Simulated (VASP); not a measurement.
# SnTe in VASP: a series of runs, part 2 of 2

VASP 6.6.1.

**3. Single point, r2SCAN (uniaxial z strain +0.9%)**

Input file POSCAR:

```
SnTe
1.0
    0.0000000000      3.1893545757      3.2180587669
    3.1893545757      0.0000000000      3.2180587669
    3.1893545757      3.1893545757      0.0000000000
Sn Te
1 1
Direct
    0.0000000000      0.0000000000      0.0000000000
    0.5000000000      0.5000000000      0.5000000000
```

Input file INCAR.step1:

```
SYSTEM = SnTe
PREC = Accurate
ENCUT = 520
ISMEAR = -1
SIGMA = 0.02
LREAL = .False.
LASPH = .True.
NELM = 60
NBANDS = 17
GGA = PE
ALGO = Normal
EDIFF = 1E-4
LWAVE = .True.
LCHARG = .False.
```

Input file INCAR.step2:

```
SYSTEM = SnTe
PREC = Accurate
ENCUT = 520
EDIFF = 1E-6
ISMEAR = -1
SIGMA = 0.02
LREAL = .False.
LASPH = .True.
NELM = 60
ALGO = Normal
ISIF = 2
LWAVE = .False.
LCHARG = .False.
METAGGA = R2SCAN
LMIXTAU = .True.
NBANDS = 17
ISTART = 1
```

Input file KPOINTS:

```
Automatic mesh
0
Gamma
  8 8 8
  0 0 0
```

Potentials or basis: VASP PAW PBE potentials, release 64 (Sn_d, Te).

The run is started by

```console
cat potpaw_PBE.64/Sn_d/POTCAR potpaw_PBE.64/Te/POTCAR > POTCAR
cp INCAR.step1 INCAR
mpirun -np 1 vasp_std > vasp.out
cp INCAR.step2 INCAR
mpirun -np 1 vasp_std > vasp.out
```

OUTCAR:

```text
SYSTEM = SnTe
   PREC = Accurate
   ENCUT = 520
   EDIFF = 1E-6
   ISMEAR = -1
   LREAL = .False.
   LASPH = .True.
   NELM = 60
   ISIF = 2
   METAGGA = R2SCAN
   ISTART = 1

 ion  position               nearest neighbor table
   1  0.000  0.000  0.000-   2 3.19   2 3.19   2 3.19   2 3.19   2 3.22   2 3.22
   2  0.500  0.500  0.500-   1 3.19   1 3.19   1 3.19   1 3.19   1 3.22   1 3.22

  LATTYP: Found a body centered tetragonal cell.
 ALAT       =     4.5104284962
 C/A-ratio  =     1.4269414844

  Lattice vectors:

 A1 = (  -3.1893545757,   0.0000000000,   3.2180587669)
 A2 = (   3.1893545757,   0.0000000000,   3.2180587669)
 A3 = (   0.0000000000,   3.1893545757,  -3.2180587669)

Analysis of symmetry for initial positions (statically):
=====================================================================
 Subroutine PRICEL returns:
 Original cell was already a primitive cell.

 Routine SETGRP: Setting up the symmetry group for a
 body centered tetragonal supercell.

 Subroutine GETGRP returns: Found 16 space group operations
 (whereof 16 operations were pure point group operations)
 out of a pool of 16 trial point group operations.

The static configuration has the point symmetry D_4h.
[... 155 lines left out ...]
  ext. energy  EPLUGINS =         0.00000000
  ---------------------------------------------------
  free energy    TOTEN  =       -50.68406662 eV

  energy without entropy =      -50.68401276  energy(sigma->0) =      -50.68403969

 E-fermi :   6.5079     XC(G=0):  -9.8495

 val. band max:        6.4267844160   @ k =   0.5000   0.0000   0.0000
 cond. band min:       6.5890535332   @ k =   0.5000   0.0000   0.0000
 fundamental gap:      0.1622691172
 Fermi energy:         6.5079185179

 k-point     1 :       0.0000    0.0000    0.0000
  band No.  band energies     occupation
      1     -16.2951      2.00000
      2     -16.2912      2.00000
      3     -16.2863      2.00000
      4     -16.2863      2.00000
      5     -16.2831      2.00000
      6      -6.7001      2.00000
[... 457 lines left out ...]
      4     -16.2817      2.00000
      5     -16.2782      2.00000
      6      -5.7898      2.00000
[... 9 lines left out ...]
     16      14.6728      0.00000
     17      16.6118      0.00000

 [... further k-points ...]
[... 5 lines left out ...]
  --------------------------------------------------------------------------------------
  -------------------------------------------------------------------------------------
  Total       -0.0497846     -0.0497846     -0.4703918      0.0000000     -0.0000000     -0.0000000
  in kB       -1.2183618     -1.2183618    -11.5117339      0.0000000     -0.0000000     -0.0000000
  external PRESSURE =      -4.6494858 kB  Pullay stress =       0.0000000 kB

 VOLUME and BASIS-vectors are now :
 -----------------------------------------------------------------------------
  energy-cutoff  :      520.00
  volume of cell :       65.47
      direct lattice vectors                 reciprocal lattice vectors
     0.000000000  3.189354576  3.218058767    -0.156771531  0.156771531  0.155373173
     3.189354576  0.000000000  3.218058767     0.156771531 -0.156771531  0.155373173
     3.189354576  3.189354576  0.000000000     0.156771531  0.156771531 -0.155373173

 POSITION                                       TOTAL-FORCE (eV/Angst)
 -----------------------------------------------------------------------------------
      0.00000      0.00000      0.00000        -0.000000      0.000000      0.000000
      3.18935      3.18935      3.21806         0.000000     -0.000000     -0.000000
 -----------------------------------------------------------------------------------
    total drift:                               -0.000000      0.000000      0.000000

  FREE ENERGIE OF THE ION-ELECTRON SYSTEM (eV)
  ---------------------------------------------------
  free  energy   TOTEN  =       -50.6840666197 eV

  energy  without entropy=      -50.6840127615  energy(sigma->0) =      -50.68403969
```

OUTCAR.step1:

```text
SYSTEM = SnTe
   PREC = Accurate
   ENCUT = 520
   ISMEAR = -1
   LREAL = .False.
   LASPH = .True.
[... 702 lines left out ...]
      0.00000      0.00000      0.00000        -0.000000      0.000000     -0.000000
      3.18935      3.18935      3.21806         0.000000     -0.000000      0.000000
 -----------------------------------------------------------------------------------
    total drift:                               -0.000000      0.000000      0.000000

  FREE ENERGIE OF THE ION-ELECTRON SYSTEM (eV)
  ---------------------------------------------------
  free  energy   TOTEN  =        -7.5623240551 eV

  energy  without entropy=       -7.5619271722  energy(sigma->0) =       -7.56212561
```

Run time: 3.3 min. Hardware: 1 thread of Intel Xeon Platinum 8375C at 2.90GHz (Ice Lake), shared host; peak memory 0.26 GiB.

What came out:

```yaml
Free_energy: -50.6841 eV
Pressure: -0.5 GPa
Band_gap_on_the_k_mesh: 0.16 eV, direct
```

Stress tensor (GPa, compression positive):
```
-0.12  0.00  0.00
 0.00 -0.12  0.00
 0.00  0.00 -1.15
```

Caveat: the cell differs from its parent crystal (uniaxial z strain +0.9%); the PAW data sets were made with another functional, which shifts forces and pressure a little; spin-orbit coupling is left out, which moves the levels of the heavy elements. A k mesh can miss the band edges.

**4. Single point, HSE06 (strain +3.7%)**

Input file POSCAR:

```
SnTe
1.0
    0.0000000000      3.3067228241      3.3067228241
    3.3067228241      0.0000000000      3.3067228241
    3.3067228241      3.3067228241      0.0000000000
Sn Te
1 1
Direct
    0.0000000000      0.0000000000      0.0000000000
    0.5000000000      0.5000000000      0.5000000000
```

Input file INCAR.step1:

```
ALGO = Normal ; EDIFF = 1E-5
ENCUT = 520 ; GGA = PE
ISIF = 2 ; ISMEAR = 0
KPAR = 4 ; LASPH = T
LCHARG = F ; LREAL = F
LWAVE = T ; NBANDS = 17
NELM = 60 ; PREC = Accurate
SIGMA = 0.01
```

Input file INCAR.step2:

```
ALGO = Normal ; EDIFF = 1E-6
ENCUT = 520 ; GGA = PE
HFSCREEN = 0.2079 ; ISIF = 2
ISMEAR = 0 ; ISTART = 1
KPAR = 4 ; LASPH = T
LCHARG = F ; LHFCALC = T
LREAL = F ; LWAVE = F
NBANDS = 17 ; NELM = 60
PREC = Accurate ; PRECFOCK = Normal
SIGMA = 0.01
```

Input file KPOINTS:

```
k-points
0
Gamma
  6 6 6
```

The run is started by

```console
cat potpaw_PBE.64/Sn_d/POTCAR potpaw_PBE.64/Te/POTCAR > POTCAR
cp INCAR.step1 INCAR
mpirun -np 4 vasp_std > vasp.out
cp INCAR.step2 INCAR
mpirun -np 4 vasp_std > vasp.out
```

It took 26 min on 4 MPI ranks of Intel Xeon Platinum 8375C at 2.90GHz (Ice Lake), shared host; peak memory 0.33 GiB.

The run converged. Its results:

```yaml
Free_energy: -8.9136 eV
Pressure: -4.2 GPa
Band_gap_on_the_k_mesh: 0.55 eV, direct
```

Levels at points of the mesh, in eV from the valence-band top:
```csv
k point,band 7,band 8,band 9,band 10,band 11,band 12,band 13,band 14
"(0.00, 0.00, 0.00)",-5.39,-1.87,-1.87,-1.87,3.80,3.80,3.80,5.67
"(0.50, 0.00, 0.00)",-8.33,-1.56,-1.56,0.00,0.54,1.03,1.03,8.31
"(0.50, 0.50, 0.00)",-6.79,-5.03,-3.32,-3.32,3.24,5.13,5.13,6.35
```

Caveat: the cell differs from its parent crystal (strain +3.7%); the PAW data sets were made with another functional, which shifts forces and pressure a little; spin-orbit coupling is left out, which moves the levels of the heavy elements.

**5. The runs side by side**

```tsv
level	cell	k mesh	smearing	grid for exact exchange (PRECFOCK)	screening parameter	gap on the mesh (eV)	pressure (GPa)
r2SCAN	a = 4.676 Å, angles 60.0°, 2 atoms	8 × 8 × 8	gaussian 0.01 eV	-	-	0.44	-3.9
r2SCAN	a = 4.531, b = 4.531, c = 4.510 Å, angles 60.1, 60.1, 59.7°, 2 atoms	8 × 8 × 8	fermi-dirac 0.02 eV	-	-	0.16	-0.5
HSE06	a = 4.676 Å, angles 60.0°, 2 atoms	6 × 6 × 6	gaussian 0.01 eV	Normal	0.2079 1/Å	0.55	-4.2
```

Alike in all rows: task single point; potentials or basis VASP PAW PBE potentials, release 64 (Sn_d, Te); no spin polarisation; cutoff (eV) 520.

Caveats: the PAW data sets were made with another functional, which shifts forces and pressure a little; spin-orbit coupling is left out, which moves the levels of the heavy elements.

Absolute energies hang on the potentials; compare differences alone.
